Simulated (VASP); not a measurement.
# SiC (R3m) in VASP: notebook

The runs below take SiC through single point, with PBEsol.

All numbers are computed with VASP 6.6.1; they aren't measurements. Logs are shortened: lines on timing, memory, paths and dates and some standing lists are left out, and cuts for length are marked.

**1. The cell of the first run**

It takes space group R3m (No. 160, trigonal). The conventional cell has a = 3.286 Å, b = 3.286 Å, c = 7.429 Å, α = 90.00°, β = 90.00°, γ = 120.00°. Within 2.5 Å of Si (site symmetry 3m) lie 4 C at 1.86 to 2.00 Å. Within 2.5 Å of C (site symmetry 3m) lie 4 Si at 1.86 to 2.00 Å.

**2. Single point, PBEsol**

INCAR

```
SYSTEM = SiC
  ALGO = Normal
  EDIFF = 1E-6
  ENCUT = 520
  GGA = PS
  ISIF = 2
  ISMEAR = 0
  LASPH = .True.
  LCHARG = .False.
  LREAL = .False.
  LWAVE = .False.
  NBANDS = 11
  NELM = 80
  PREC = Accurate
  SIGMA = 0.05
```

KPOINTS

```
k-points
0
Gamma
  12 12 12
  0 0 0
```

POSCAR

```
SiC
1.0
    0.0000000000      2.3235068013      2.3235068013
    2.3235068013      0.0000000000      2.3235068013
    2.2042334522      2.2042334522      0.1192733491
Si C
1 1
Direct
    0.0000000000      0.0000000000      0.0000000000
    0.7500000000      0.7500000000      0.7500000000
```

Potentials or basis: VASP PAW PBE potentials, release 64 (Si, C).

On the command line:

```console
$ cat potpaw_PBE.64/Si/POTCAR potpaw_PBE.64/C/POTCAR > POTCAR
$ mpirun -np 1 vasp_std > vasp.out
```

OUTCAR:

```text
SYSTEM = SiC
   EDIFF = 1E-6
   ENCUT = 520
   GGA = PS
   ISIF = 2
   ISMEAR = 0
   LASPH = .True.
   LREAL = .False.
   NELM = 80
   PREC = Accurate

 ion  position               nearest neighbor table
   1  0.000  0.000  0.000-   2 1.86   2 2.00   2 2.00   2 2.00
   2  0.750  0.750  0.750-   1 1.86   1 2.00   1 2.00   1 2.00

  LATTYP: Found a trigonal (rhomboedric) cell.
 ALAT       =     3.1195378432
 COS(alpha) =     0.4452371389

  Lattice vectors:

 A1 = (   2.2042334522,  -0.1192733491,  -2.2042334522)
 A2 = (  -0.1192733491,   2.2042334522,  -2.2042334522)
 A3 = (   2.2042334522,   2.2042334522,   0.1192733491)

Analysis of symmetry for initial positions (statically):
=====================================================================
 Subroutine PRICEL returns:
 Original cell was already a primitive cell.

 Routine SETGRP: Setting up the symmetry group for a
 trigonal (rhombohedral) supercell.

 Subroutine GETGRP returns: Found  6 space group operations
 (whereof  6 operations were pure point group operations)
 out of a pool of 12 trial point group operations.

The static configuration has the point symmetry C_3v.

Analysis of symmetry for dynamics (positions and initial velocities):
=====================================================================
 Subroutine PRICEL returns:
 Original cell was already a primitive cell.

 Routine SETGRP: Setting up the symmetry group for a
 trigonal (rhombohedral) supercell.

 Subroutine GETGRP returns: Found  6 space group operations
 (whereof  6 operations were pure point group operations)
 out of a pool of 12 trial point group operations.

The dynamic configuration has the point symmetry C_3v.

 Subroutine INISYM returns: Found  6 space group operations
 (whereof  6 operations are pure point group operations),
 and found     1 'primitive' translations

----------------------------------------------------------------------------------------

                                     Primitive cell

  volume of cell :      23.1560

  direct lattice vectors                    reciprocal lattice vectors
     0.000000000  2.323506801  2.323506801    -0.221175998  0.209207937  0.221175998
     2.323506801  0.000000000  2.323506801     0.209207937 -0.221175998  0.221175998
     2.204233452  2.204233452  0.119273349     0.233144060  0.233144060 -0.233144060

  length of vectors
     3.285934831  3.285934831  3.119537843     0.376305202  0.376305202  0.403817358

  position of ions in fractional coordinates (direct lattice)
     0.000000000  0.000000000  0.000000000
     0.750000000  0.750000000  0.750000000

[... 81 lines left out ...]
   NFREE  =      0    steps in history (QN), initial steepest desc. (CG)
   ISIF   =      2    stress and relaxation
   ISYM   =      2    0-nonsym 1-usesym 2-fastsym
   POTIM  = 0.5000    time-step for ionic-motion
   TEBEG  =    0.0;   TEEND  =   0.0 temperature during run
   PSTRESS=    0.0 pullay stress
   NELECT =       8.0000    total number of electrons
   NUPDOWN=      -1.0000    fix difference up-down
   EMIN   =  10.00;   EMAX   =-10.00  energy-range for DOS
   EFERMI =   0.00;   METHOD = LEGACY
   ISMEAR =     0;   SIGMA  =   0.05  broadening in eV -4-tet -1-fermi 0-gaus
   EFERMI_NEDOS =   21; number of points for ismear=-14 and -15
   IALGO  =     38    algorithm
   IMIX   =      4    mixing-type and parameters
     AMIX     =   0.40;   BMIX     =  1.00
     AMIX_MAG =   1.60;   BMIX_MAG =  1.00
  volume/ion in A,a.u.               =      11.58        78.13
  Fermi-wavevector in a.u.,A,eV,Ry     =   1.148727  2.170780 17.953903  1.319575
  Thomas-Fermi vector in A             =   2.285401
   LORBIT       =      0    0 simple, 1 ext, 2 COOP (PROOUT), +10 PAW based schemes
   GGA     = PS    functional components
   LHFCALC =     F    Hartree Fock is set to
   AEXX    =    0.0000 exact exchange contribution
   IVDW    =     0    specifies the selected vdW correction
   LEPSILON=     F    determine dielectric tensor
   LRPA    =     F    only Hartree local field effects (RPA)
 non-spin polarized calculation
 Gauss-broadening in eV      SIGMA  =   0.05
  energy-cutoff  :      520.00
  volume of cell :       23.16
 maximum number of plane-waves:       636
   NGX = 13   NGY = 13   NGZ = 11

 number of electron       7.9999999 magnetization

 Free energy of the ion-electron system (eV)
  ---------------------------------------------------
  ext. energy  EPLUGINS =         0.00000000
  ---------------------------------------------------
  free energy    TOTEN  =       -15.62037895 eV

  energy without entropy =      -15.62037895  energy(sigma->0) =      -15.62037895

 E-fermi :   7.2822     XC(G=0): -11.0248

 val. band max:        6.9978078823   @ k =   0.0000   0.0000   0.0000
 cond. band min:       8.0623922606   @ k =   0.5000   0.5000   0.0000
 fundamental gap:      1.0645843783
 Fermi energy:         7.2821784362

 k-point     1 :       0.0000    0.0000    0.0000
  band No.  band energies     occupation
      1      -7.7442      2.00000
      2       6.7395      2.00000
      3       6.7395      2.00000
      4       6.9978      2.00000
      5      11.2084      0.00000
      6      12.8292      0.00000
      7      12.8292      0.00000
      8      15.0909      0.00000
      9      20.7246      0.00000
     10      20.7246      0.00000
     11      21.4821      0.00000
[... 309 lines left out ...]
 k-point    24 :      -0.4167    0.1667   -0.0000
  band No.  band energies     occupation
      1      -4.4465      2.00000
      2      -0.7134      2.00000
      3       3.9373      2.00000
      4       5.6209      2.00000
      5      11.8410      0.00000
      6      13.6481      0.00000
      7      15.2426      0.00000
      8      16.7028      0.00000
      9      19.8084      0.00000
     10      21.8174      0.00000
     11      23.6044      0.00000

 [... further k-points ...]
[... 5 lines left out ...]
  --------------------------------------------------------------------------------------
  -------------------------------------------------------------------------------------
  Total       -2.6248946     -2.6248946     -2.6248946      1.6468678     -1.6468678     -1.6468678
  in kB     -181.6180111   -181.6180111   -181.6180111    113.9477596   -113.9477596   -113.9477596
  external PRESSURE =    -181.6180111 kB  Pullay stress =       0.0000000 kB

 VOLUME and BASIS-vectors are now :
 -----------------------------------------------------------------------------
  energy-cutoff  :      520.00
  volume of cell :       23.16
      direct lattice vectors                 reciprocal lattice vectors
     0.000000000  2.323506801  2.323506801    -0.221175998  0.209207937  0.221175998
     2.323506801  0.000000000  2.323506801     0.209207937 -0.221175998  0.221175998
     2.204233452  2.204233452  0.119273349     0.233144060  0.233144060 -0.233144060

 POSITION                                       TOTAL-FORCE (eV/Angst)
 -----------------------------------------------------------------------------------
      0.00000      0.00000      0.00000        -0.344414     -0.344414      0.344414
      3.39581      3.39581      3.57472         0.344414      0.344414     -0.344414
 -----------------------------------------------------------------------------------
    total drift:                               -0.000136     -0.000136      0.000136

  FREE ENERGIE OF THE ION-ELECTRON SYSTEM (eV)
  ---------------------------------------------------
  free  energy   TOTEN  =       -15.6203789513 eV

  energy  without entropy=      -15.6203789513  energy(sigma->0) =      -15.62037895
```

OSZICAR:

```text
N       E                     dE             d eps       ncg     rms          rms(c)
DAV:   1     0.350334792765E+01    0.35033E+01   -0.38173E+03  4254   0.604E+02
DAV:   2    -0.164881415054E+02   -0.19991E+02   -0.19070E+02  5243   0.107E+02
DAV:   3    -0.171720846239E+02   -0.68394E+00   -0.68267E+00  5182   0.167E+01
DAV:   4    -0.171750107320E+02   -0.29261E-02   -0.29259E-02  4732   0.137E+00
DAV:   5    -0.171750254006E+02   -0.14669E-04   -0.14669E-04  5071   0.915E-02    0.774E+00
DAV:   6    -0.156756830883E+02    0.14993E+01   -0.59718E+00  4656   0.103E+01    0.339E+00
DAV:   7    -0.156351919751E+02    0.40491E-01   -0.26283E-01  4995   0.301E+00    0.160E+00
DAV:   8    -0.156205796296E+02    0.14612E-01   -0.21496E-02  4731   0.937E-01    0.167E-01
DAV:   9    -0.156203364375E+02    0.24319E-03   -0.22890E-03  5049   0.260E-01    0.103E-01
DAV:  10    -0.156203744805E+02   -0.38043E-04   -0.19282E-04  4674   0.882E-02    0.331E-02
DAV:  11    -0.156203787407E+02   -0.42602E-05   -0.20333E-05  4980   0.265E-02    0.130E-02
DAV:  12    -0.156203789513E+02   -0.21059E-06   -0.17477E-06  3225   0.842E-03
   1 F= -.15620379E+02 E0= -.15620379E+02  d E =-.146178E-18
```

It took 37 s on 1 thread of Intel Xeon 8259CL, shared host; peak memory 0.16 GiB.

What came out:

```
Free energy            : -15.6204 eV
Pressure               : -18.2 GPa
Largest force          : 0.597 eV/Å
Band gap on the k mesh : 1.06 eV, indirect (least direct gap 3.79 eV)
```

Forces on the atoms (eV/Å):
```
Si  -0.344 -0.344  0.344
C    0.344  0.344 -0.344
```

Caveat: the PAW data sets were made with another functional, which shifts forces and pressure a little. A k mesh can miss the band edges.

**3. Single point, PBEsol**

This run uses another cell than the first one, of the same volume but with other edges.

INCAR

```
PREC = Accurate
ENCUT = 520
EDIFF = 1E-7
ISMEAR = 0
SIGMA = 0.05
LREAL = F
LASPH = T
NELM = 100
ALGO = Normal
ISIF = 2
LWAVE = F
LCHARG = T
GGA = PS
LELF = T
LVHAR = T
NBANDS = 11
```

KPOINTS

```
Automatic mesh
0
Gamma
  12 12 12
```

POSCAR

```
SiC
1.0
    0.0000000000      2.2025961538      2.2025961538
    2.2025961538      0.0000000000      2.2025961538
    2.3252073397      2.3252073397     -0.1226111859
Si C
1 1
Direct
    0.0000000000      0.0000000000      0.0000000000
    0.7500000000      0.7500000000      0.7500000000
```

Potentials or basis: VASP PAW PBE potentials, release 64 (Si, C).

On the command line:

```console
$ cat potpaw_PBE.64/Si/POTCAR potpaw_PBE.64/C/POTCAR > POTCAR
$ mpirun -np 1 vasp_std > vasp.out
```

It took 45 s on 1 thread of Intel Xeon 8259CL, shared host; peak memory 0.17 GiB.

It converged, with:

```yaml
Free_energy: -15.6300 eV
Pressure: -18.3 GPa
Largest_force: 0.054 eV/Å
Band_gap_on_the_k_mesh: 1.09 eV, indirect (least direct gap 3.68 eV)
```

Forces on the atoms (eV/Å):
```
Si   0.031  0.031 -0.031
C   -0.031 -0.031  0.031
```

Stress tensor (GPa, compression positive):
```
-18.31 -10.13  10.13
-10.13 -18.31  10.13
 10.13  10.13 -18.31
```

Levels at points of the mesh, in eV from the valence-band top:
| k point | band 1 | band 2 | band 3 | band 4 | band 5 | band 6 | band 7 | band 8 |
| --- | --- | --- | --- | --- | --- | --- | --- | --- |
| (0.00, 0.00, 0.00) | -14.73 | -0.45 | 0.00 | 0.00 | 3.68 | 6.46 | 6.95 | 6.95 |
| (0.50, 0.00, 0.00) | -11.33 | -8.12 | -1.31 | -1.26 | 3.78 | 5.95 | 6.93 | 9.09 |
| (0.50, 0.50, 0.00) | -10.19 | -7.62 | -3.44 | -2.76 | 1.09 | 3.83 | 11.91 | 12.39 |
| (0.00, 0.00, 0.50) | -12.10 | -8.20 | -0.76 | -0.76 | 5.32 | 7.14 | 7.14 | 9.32 |

Caveat: the PAW data sets were made with another functional, which shifts forces and pressure a little.

**4. Single point, PBEsol**

This run uses another cell than the first one, of 10.96 Å³/atom, 0.946 times its volume.

INCAR

```
  PREC = Accurate
  ENCUT = 520
  EDIFF = 1E-6
  ISMEAR = 0
  SIGMA = 0.05
  LREAL = False
  LASPH = True
  NELM = 100
  ALGO = Normal
  ISIF = 2
  LWAVE = False
  LCHARG = True
  GGA = PS
  LELF = True
  LVHAR = True
  NBANDS = 11
```

KPOINTS

```
regular mesh
0
Gamma
  12 12 12
```

POSCAR

```
SiC
1.0
    0.0000000000      2.1625564864      2.1625564864
    2.1625564864      0.0000000000      2.1625564864
    2.2829387975      2.2829387975     -0.1203823111
Si C
1 1
Direct
    0.0000000000      0.0000000000      0.0000000000
    0.7500000000      0.7500000000      0.7500000000
```

On the command line:

```console
$ cat potpaw_PBE.64/Si/POTCAR potpaw_PBE.64/C/POTCAR > POTCAR
$ mpirun -np 1 vasp_std > vasp.out
```

Run time: 35 s. Hardware: 1 thread of Intel Xeon 6975P-C, shared host; peak memory 0.16 GiB.

The run converged. Its results:

* Free energy: -15.7392 eV
* Pressure: -9.5 GPa
* Largest force: 0.258 eV/Å
* Band gap on the k mesh: 1.03 eV, indirect (least direct gap 3.89 eV)

Forces on the atoms (eV/Å):
```
Si   0.149  0.149 -0.149
C   -0.149 -0.149  0.149
```

Stress tensor (GPa, compression positive):
```
 -9.54 -11.80  11.80
-11.80  -9.54  11.80
 11.80  11.80  -9.54
```

Levels at points of the mesh, in eV from the valence-band top:
```csv
k point,band 2,band 3,band 4,band 5,band 6,band 7
"(0.00, 0.00, 0.00)",-0.51,0.00,0.00,4.08,6.94,7.31
"(0.50, 0.00, 0.00)",-8.42,-1.37,-1.29,4.19,6.13,7.13
"(0.50, 0.50, 0.00)",-7.80,-3.59,-2.87,1.03,3.99,12.50
"(0.00, 0.00, 0.50)",-8.53,-0.77,-0.77,5.83,7.38,7.38
```

Caveat: the PAW data sets were made with another functional, which shifts forces and pressure a little. Expect the measured gap to be larger: semilocal functionals such as PBEsol lack the derivative discontinuity.

[end of part 1 of 2]
